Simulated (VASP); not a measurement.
# Se (Pm-3n) in VASP: further runs

The runs below take Se through relaxation of cell and atoms, with PBE.

Everything below comes from runs of VASP 6.6.1. Logs are shortened: lines on timing, memory, paths and dates and some standing lists are left out, and cuts for length are marked.

## (1) The cell of the first run

It takes space group Pm-3n (No. 223, cubic). Conventional cell: a = 5.980 Å, b = 5.980 Å, c = 5.980 Å, α = 90.00°, β = 90.00°, γ = 90.00°. Se (site symmetry m-3) has 12 Se at 3.34 Å within 4.4 Å. Se (site symmetry -4m2) has 14 Se at 2.99 to 3.66 Å within 3.9 Å.

## (2) Relaxation of cell and atoms, PBE

File INCAR:

```
SYSTEM = Se
ALGO = Fast
EDIFF = 1E-7
EDIFFG = -0.04
ENCUT = 600
GGA = PE
IBRION = 2
ISIF = 3
ISMEAR = 0
LASPH = .True.
LCHARG = .False.
LREAL = .False.
LWAVE = .False.
NELM = 80
NSW = 90
PREC = Accurate
SIGMA = 0.1
```

File KPOINTS:

```
k-points
0
Gamma
  4 4 4
  0 0 0
```

File POSCAR:

```
Se
1.0
    5.9801658726      0.0000000000      0.0000000000
    0.0000000000      5.9801658726      0.0000000000
    0.0000000000      0.0000000000      5.9801658726
Se
8
Direct
    0.5000000000      0.5000000000      0.5000000000
    0.0000000000      0.0000000000      0.0000000000
    0.2500000000      0.0000000000      0.5000000000
    0.5000000000      0.2500000000      0.0000000000
    0.5000000000      0.7500000000      0.0000000000
    0.7500000000      0.0000000000      0.5000000000
    0.0000000000      0.5000000000      0.7500000000
    0.0000000000      0.5000000000      0.2500000000
```

Potentials or basis: VASP PAW PBE potentials, release 64 (Se).

Launch:

```
> cat potpaw_PBE.64/Se/POTCAR > POTCAR
> mpirun -np 1 vasp_std > vasp.out
```

OUTCAR:

```text
SYSTEM = Se
   EDIFF = 1E-7
   EDIFFG = -0.04
   ENCUT = 600
   GGA = PE
   IBRION = 2
   ISIF = 3
   ISMEAR = 0
   LASPH = .True.
   LREAL = .False.
   NELM = 80
   NSW = 90
   PREC = Accurate

 ion  position               nearest neighbor table
   1  0.500  0.500  0.500-
   2  0.000  0.000  0.000-
   3  0.250  0.000  0.500-
   4  0.500  0.250  0.000-
   5  0.500  0.750  0.000-
   6  0.750  0.000  0.500-
   7  0.000  0.500  0.750-
   8  0.000  0.500  0.250-

  LATTYP: Found a simple cubic cell.
 ALAT       =     5.9801658726

  Lattice vectors:

 A1 = (   5.9801658726,   0.0000000000,   0.0000000000)
 A2 = (   0.0000000000,   5.9801658726,   0.0000000000)
 A3 = (   0.0000000000,   0.0000000000,   5.9801658726)

Analysis of symmetry for initial positions (statically):
=====================================================================
 Subroutine PRICEL returns:
 Original cell was already a primitive cell.

 Routine SETGRP: Setting up the symmetry group for a
 simple cubic supercell.

 Subroutine GETGRP returns: Found 48 space group operations
 (whereof 24 operations were pure point group operations)
 out of a pool of 48 trial point group operations.

The static configuration has the point symmetry T_h .
 The point group associated with its full space group is O_h .

Analysis of symmetry for dynamics (positions and initial velocities):
=====================================================================
 Subroutine PRICEL returns:
 Original cell was already a primitive cell.

 Routine SETGRP: Setting up the symmetry group for a
 simple cubic supercell.

 Subroutine GETGRP returns: Found 48 space group operations
 (whereof 24 operations were pure point group operations)
 out of a pool of 48 trial point group operations.

The dynamic configuration has the point symmetry T_h .
 The point group associated with its full space group is O_h .

 Subroutine INISYM returns: Found 48 space group operations
 (whereof 24 operations are pure point group operations),
 and found     1 'primitive' translations

----------------------------------------------------------------------------------------

                                     Primitive cell

  volume of cell :     213.8650

  direct lattice vectors                    reciprocal lattice vectors
     5.980165873  0.000000000  0.000000000     0.167219442  0.000000000  0.000000000
     0.000000000  5.980165873  0.000000000     0.000000000  0.167219442  0.000000000
     0.000000000  0.000000000  5.980165873     0.000000000  0.000000000  0.167219442

  length of vectors
     5.980165873  5.980165873  5.980165873     0.167219442  0.167219442  0.167219442

[... 63 lines left out ...]
   dimension x,y,z NGXF=    96 NGYF=   96 NGZF=   96
   ions per type =               8
   NGX,Y,Z   is equivalent  to a cutoff of  13.34, 13.34, 13.34 a.u.
   NGXF,Y,Z  is equivalent  to a cutoff of  26.69, 26.69, 26.69 a.u.
 SYSTEM =  Se
   PREC   = accura    normal or accurate (medium, high low for compatibility)
   ISTART =      0    job   : 0-new  1-cont  2-samecut
   ICHARG =      2    charge: 1-file 2-atom 10-const
   ISPIN  =      1    spin polarized calculation?
   LNONCOLLINEAR =      F non collinear calculations
   LSORBIT =      F    spin-orbit coupling
   LASPH  =      T    aspherical Exc in radial PAW
   ENCUT  =  600.0 eV  44.10 Ry    6.64 a.u.  11.94 11.94 11.94*2*pi/ulx,y,z
   NELM   =     80;   NELMIN=  2; NELMDL= -5     # of ELM steps
   EDIFF  = 0.1E-06   stopping-criterion for ELM
   LREAL  =      F    real-space projection
   EDIFFG = -.4E-01   stopping-criterion for IOM
   NSW    =     90    number of steps for IOM
   IBRION =      2    ionic relax: 0-MD 1-quasi-New 2-CG
   NFREE  =      1    steps in history (QN), initial steepest desc. (CG)
   ISIF   =      3    stress and relaxation
   ISYM   =      2    0-nonsym 1-usesym 2-fastsym
   POTIM  = 0.5000    time-step for ionic-motion
   TEBEG  =    0.0;   TEEND  =   0.0 temperature during run
   PSTRESS=    0.0 pullay stress
   NELECT =      48.0000    total number of electrons
   NUPDOWN=      -1.0000    fix difference up-down
   EMIN   =  10.00;   EMAX   =-10.00  energy-range for DOS
   EFERMI =   0.00;   METHOD = LEGACY
   ISMEAR =     0;   SIGMA  =   0.10  broadening in eV -4-tet -1-fermi 0-gaus
   EFERMI_NEDOS =   21; number of points for ismear=-14 and -15
   IALGO  =     68    algorithm
   IMIX   =      4    mixing-type and parameters
     AMIX     =   0.40;   BMIX     =  1.00
     AMIX_MAG =   1.60;   BMIX_MAG =  1.00
  volume/ion in A,a.u.               =      26.73       180.40
  Fermi-wavevector in a.u.,A,eV,Ry     =   0.994891  1.880071 13.467147  0.989807
  Thomas-Fermi vector in A             =   2.126873
   LORBIT       =      0    0 simple, 1 ext, 2 COOP (PROOUT), +10 PAW based schemes
   GGA     = PE    functional components
   LHFCALC =     F    Hartree Fock is set to
   AEXX    =    0.0000 exact exchange contribution
   IVDW    =     0    specifies the selected vdW correction
   LEPSILON=     F    determine dielectric tensor
   LRPA    =     F    only Hartree local field effects (RPA)
 conjugate gradient relaxation of ions
 non-spin polarized calculation
 RMM-DIIS sequential band-by-band and
 Gauss-broadening in eV      SIGMA  =   0.10
  energy-cutoff  :      600.00
  volume of cell :      213.86
 maximum number of plane-waves:      7184
 NGX is ok and might be reduce to    48
   NGX = 23   NGY = 23   NGZ = 23

--------------------------------------- Ionic step        1  -------------------------------------------

 number of electron      47.9999991 magnetization

 Free energy of the ion-electron system (eV)
  ---------------------------------------------------
  ext. energy  EPLUGINS =         0.00000000
  ---------------------------------------------------
  free energy    TOTEN  =       -20.25896054 eV

  energy without entropy =      -20.17238495  energy(sigma->0) =      -20.21567275

 E-fermi :   2.4410     XC(G=0):  -9.3524

 val. band max:        2.4108564128   @ k =   0.2500   0.2500   0.2500
 cond. band min:       2.4744430448   @ k =   0.2500   0.2500   0.2500
 fundamental gap:      0.0635866320
 Fermi energy:         2.4409713367

 k-point     1 :       0.0000    0.0000    0.0000
  band No.  band energies     occupation
      1     -11.6294      2.00000
      2     -10.0627      2.00000
      3     -10.0627      2.00000
      4     -10.0191      2.00000
      5      -9.1516      2.00000
      6      -8.8926      2.00000
[... 392 lines left out ...]
--------------------------------------- Ionic step        3  -------------------------------------------

 number of electron      48.0000010 magnetization

 Free energy of the ion-electron system (eV)
  ---------------------------------------------------
  ext. energy  EPLUGINS =         0.00000000
  ---------------------------------------------------
  free energy    TOTEN  =       -21.93058469 eV

  energy without entropy =      -21.86355352  energy(sigma->0) =      -21.89706910

 E-fermi :   5.0438     XC(G=0): -10.4560

 val. band max:        5.0149627796   @ k =   0.2500   0.2500   0.2500
 cond. band min:       5.0903886270   @ k =   0.2500   0.2500   0.0000
 fundamental gap:      0.0754258474
 Fermi energy:         5.0438000657

 k-point     1 :       0.0000    0.0000    0.0000
  band No.  band energies     occupation
      1     -10.8016      2.00000
      2      -8.2721      2.00000
      3      -8.2721      2.00000
      4      -8.1749      2.00000
      5      -6.6168      2.00000
      6      -6.4988      2.00000
[... 344 lines left out ...]
  FREE ENERGIE OF THE ION-ELECTRON SYSTEM (eV)
  ---------------------------------------------------
  free  energy   TOTEN  =       -21.9305846920 eV

  energy  without entropy=      -21.8635535171  energy(sigma->0) =      -21.89706910

 reached required accuracy - stopping structural energy minimisation
```

Run time: 8.9 min. Hardware: 1 thread of Oxide Virtual Turin-like, shared host; peak memory 0.33 GiB.

Results:

- Free energy: -21.9306 eV
- Relaxed volume: 20.93 Å³/atom
- Relaxed cell: a = 5.512 Å, b = 5.512 Å, c = 5.512 Å, α = 90.00°, β = 90.00°, γ = 90.00°
- Space group after relaxing (to 0.1 Å): Pm-3n (No. 223)
- Energy gained by relaxing: 209.0 meV/atom
- Ionic steps: 3
- Pressure after relaxing: -0.1 GPa

Step by step:
```csv
step,energy change (eV),largest force (eV/Å),pressure (GPa),volume (Å³)
1,0.0000,0.0000,-9.04,213.86
2,-1.6594,0.0000,-1.20,170.51
3,-1.6716,0.0000,-0.06,167.47
```

Final structure:
```
Se
1.0
     5.51203    0.00000    0.00000
     0.00000    5.51203    0.00000
     0.00000    0.00000    5.51203
Se
8
Direct
  0.50000 0.50000 0.50000
  0.00000 0.00000 0.00000
  0.25000 0.00000 0.50000
  0.50000 0.25000 0.00000
  0.50000 0.75000 0.00000
  0.75000 0.00000 0.50000
  0.00000 0.50000 0.75000
  0.00000 0.50000 0.25000
```

Caveat: the volume moved by over 15 % at a fixed basis, so the end points are rough; the highest band is partly filled, so the run has too few bands.

## (3) Relaxation of cell and atoms, PBE

This run uses another cell than the first one, of 20.89 Å³/atom.

File INCAR:

```
SYSTEM = Se
PREC = Accurate
ENCUT = 600
EDIFF = 1E-7
ISMEAR = 0
SIGMA = 0.1
LREAL = .False.
LASPH = .True.
NELM = 100
ALGO = Fast
ISIF = 3
LWAVE = .False.
LCHARG = .False.
GGA = PE
IBRION = 2
NSW = 100
EDIFFG = -0.01
```

File KPOINTS:

```
regular mesh
0
Gamma
  8 8 8
  0 0 0
```

POSCAR: that of step 2 with these lines changed.

```diff
@@ -2,5 +2,5 @@
 1.0
-    5.9801658726      0.0000000000      0.0000000000
-    0.0000000000      5.9801658726      0.0000000000
-    0.0000000000      0.0000000000      5.9801658726
+    5.5082737108      0.0000000000      0.0000000000
+    0.0000000000      5.5082737108      0.0000000000
+    0.0000000000      0.0000000000      5.5082737108
 Se
```

Potentials or basis: VASP PAW PBE potentials, release 64 (Se).

Launch:

```
> cat potpaw_PBE.64/Se/POTCAR > POTCAR
> mpirun -np 1 vasp_std > vasp.out
```

Wall time 18 min (1 thread of Oxide Virtual Turin-like, shared host); peak memory 0.38 GiB.

Results (log left out):

```yaml
Free_energy: -21.9139 eV
Relaxed_volume: 20.79 Å³/atom
Relaxed_cell: a = 5.500 Å, b = 5.500 Å, c = 5.500 Å, α = 90.00°, β = 90.00°, γ = 90.00°
Space_group_after_relaxing_to_0.1_Å: Pm-3n (No. 223)
Energy_gained_by_relaxing: 0.1 meV/atom
Ionic_steps: 3
Pressure_after_relaxing: 0.0 GPa
```

The path:
```
step  energy change (eV)  largest force (eV/Å)  pressure (GPa)  volume (Å³)
   1              0.0000                0.0000           -0.31       167.13
   2             -0.0007                0.0000            0.08       166.15
   3             -0.0008                0.0000            0.00       166.33
```

Final structure:
```cif
data_structure
_symmetry_space_group_name_H-M 'P 1'
_symmetry_Int_Tables_number 1
_cell_length_a 5.4995
_cell_length_b 5.4995
_cell_length_c 5.4995
_cell_angle_alpha 90.000
_cell_angle_beta 90.000
_cell_angle_gamma 90.000
_cell_volume 166.33
loop_
_atom_site_label
_atom_site_type_symbol
_atom_site_fract_x
_atom_site_fract_y
_atom_site_fract_z
_atom_site_occupancy
Se1 Se 0.50000 0.50000 0.50000 1
Se2 Se 0.00000 0.00000 0.00000 1
Se3 Se 0.25000 0.00000 0.50000 1
Se4 Se 0.50000 0.25000 0.00000 1
Se5 Se 0.50000 0.75000 0.00000 1
Se6 Se 0.75000 0.00000 0.50000 1
Se7 Se 0.00000 0.50000 0.75000 1
Se8 Se 0.00000 0.50000 0.25000 1
```

Levels at points of the mesh, in eV from the Fermi level:
```csv
k point,band 20,band 21,band 22,band 23,band 24,band 25,band 26,band 27,band 28,band 29
"(0.00, 0.00, 0.00)",-2.18,-0.18,-0.18,-0.18,0.17,0.17,0.17,1.56,1.56,1.56
"(0.50, 0.00, 0.00)",-1.35,-1.15,-1.15,-0.46,-0.46,0.21,0.21,1.48,1.48,1.84
"(0.50, 0.50, 0.00)",-1.31,-1.20,-0.57,-0.22,-0.22,0.35,0.35,0.48,0.51,0.68
"(0.50, 0.50, 0.50)",-0.92,-0.92,-0.92,-0.76,-0.76,-0.76,-0.76,-0.28,-0.28,-0.28
```

Caveat: the highest band is partly filled, so the run has too few bands.
